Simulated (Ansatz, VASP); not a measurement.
# One calculation of SrTiO3, two programs

Contents of POSCAR:

```
SrTiO3
1.0
    7.7507882000      0.0000000000      0.0000000000
    0.0000000000      3.8753941000      0.0000000000
    0.0000000000      0.0000000000      3.8753941000
Sr Ti O
2 2 6
Direct
    0.2500000000      0.5000000000      0.5000000000
    0.7500000000      0.5000000000      0.5000000000
    0.0000000000      0.0000000000      0.0000000000
    0.5000000000      0.0000000000      0.0000000000
    0.2500000000      0.0000000000      0.0000000000
    0.7500000000      0.0000000000      0.0000000000
    0.0000000000      0.5000000000      0.0000000000
    0.5000000000      0.5000000000      0.0000000000
    0.0000000000      0.0000000000      0.5000000000
    0.5000000000      0.0000000000      0.5000000000
```

File INCAR.step1:

```
SYSTEM = SrTiO3
PREC     = Accurate       ! precision mode
ENCUT    = 520            ! plane-wave cutoff, eV
ISMEAR   = -1             ! smearing method
SIGMA    = 0.1            ! smearing width, eV
LREAL    = .False.        ! projectors in reciprocal space
LASPH    = .True.         ! aspherical terms in the spheres
NELM     = 100            ! most SCF steps
NBANDS   = 51             ! bands
GGA      = PE             ! functional
ALGO     = Normal         ! electronic algorithm
EDIFF    = 1E-4           ! SCF threshold, eV
LWAVE    = .True.         ! write WAVECAR
LCHARG   = .False.        ! write CHGCAR
```

File INCAR.step2:

```
SYSTEM = SrTiO3
PREC     = Accurate       ! precision mode
ENCUT    = 520            ! plane-wave cutoff, eV
EDIFF    = 1E-6           ! SCF threshold, eV
ISMEAR   = -1             ! smearing method
SIGMA    = 0.1            ! smearing width, eV
LREAL    = .False.        ! projectors in reciprocal space
LASPH    = .True.         ! aspherical terms in the spheres
NELM     = 100            ! most SCF steps
ALGO     = Normal         ! electronic algorithm
ISIF     = 2              ! what is computed and relaxed
LWAVE    = .False.        ! write WAVECAR
LCHARG   = .True.         ! write CHGCAR
METAGGA  = R2SCAN         ! meta-GGA
LMIXTAU  = .True.       
LELF     = .True.         ! ELF
LVHAR    = .True.       
NBANDS   = 51             ! bands
ISTART   = 1
```

The input KPOINTS:

```
Automatic mesh
0
Gamma
  4 7 7
  0 0 0
```

Input for Ansatz:

```yaml
crystal:
  lattice:
    - [7.7507882, 0.0, 0.0]
    - [0.0, 3.8753941, 0.0]
    - [0.0, 0.0, 3.8753941]
  atoms:
    - { symbol: Sr, position: [0.25, 0.5, 0.5] }
    - { symbol: Sr, position: [0.75, 0.5, 0.5] }
    - { symbol: Ti, position: [0.0, 0.0, 0.0] }
    - { symbol: Ti, position: [0.5, 0.0, 0.0] }
    - { symbol: O, position: [0.25, 0.0, 0.0] }
    - { symbol: O, position: [0.75, 0.0, 0.0] }
    - { symbol: O, position: [0.0, 0.5, 0.0] }
    - { symbol: O, position: [0.5, 0.5, 0.0] }
    - { symbol: O, position: [0.0, 0.0, 0.5] }
    - { symbol: O, position: [0.5, 0.0, 0.5] }
  symmetry: { tolerance: 0.0003 }
kpoints:
  mp_grid: { grid: [4, 7, 7], shift: [0, 0, 0] }
  band_path:
    path:
      - [0.0, 0.0, 0.0]
      - [0.0, 0.5, 0.0]
      - [1.0, 0.5, 0.0]
      - [0.0, 0.0, 0.0]
      - [1.0, 0.5, 0.5]
      - [0.0, 0.5, 0.0]
      - [1.0, 0.5, 0.5]
      - [1.0, 0.5, 0.0]
    npoints: 10
magnetization:
  spin_polarized: false
scf:
  occupations: { method: fermi_dirac }
  lower_state_search: "off"
  max_iter: 200
hamiltonian:
  pseudopotentials: { kind: paw }
  xc: r2scan
basis:
  ecutwfc: 500
  fft_grid_basis: typed
output:
  forces: true
  stress: true
  eigenvalues: true
  bader: true
  populations: true
  elf: true
  write_potential: true
  volumetric_format: npy
  dos:
    e_range: [-12, 8]
    de: 0.05
    projected: { site_lists: { O: [O], Sr: [Sr], Ti: [Ti] } }
  write_density: true
checkpoint:
  read: saved_state
```

Alike in both runs: task single point; functional r2SCAN; k mesh 4 × 7 × 7; no spin polarisation.

|  | VASP | Ansatz |
| --- | --- | --- |
| version | VASP 6.6.1 | Ansatz 0.2.0 |
| potentials or method | VASP PAW PBE potentials, release 64 (Sr_sv, Ti_sv, O), cutoff 520 eV | PAW plane waves |
| occupations | fermi-dirac, width 0.1 eV | fermi-dirac |
| valence electrons in the cell | 80 | 80 |

|  | VASP | Ansatz | Ansatz less VASP |
| --- | --- | --- | --- |
| pressure (GPa) | 5.9 | 4.9 | -0.99 |

VASP's potentials were made for PBE, not for r2SCAN.
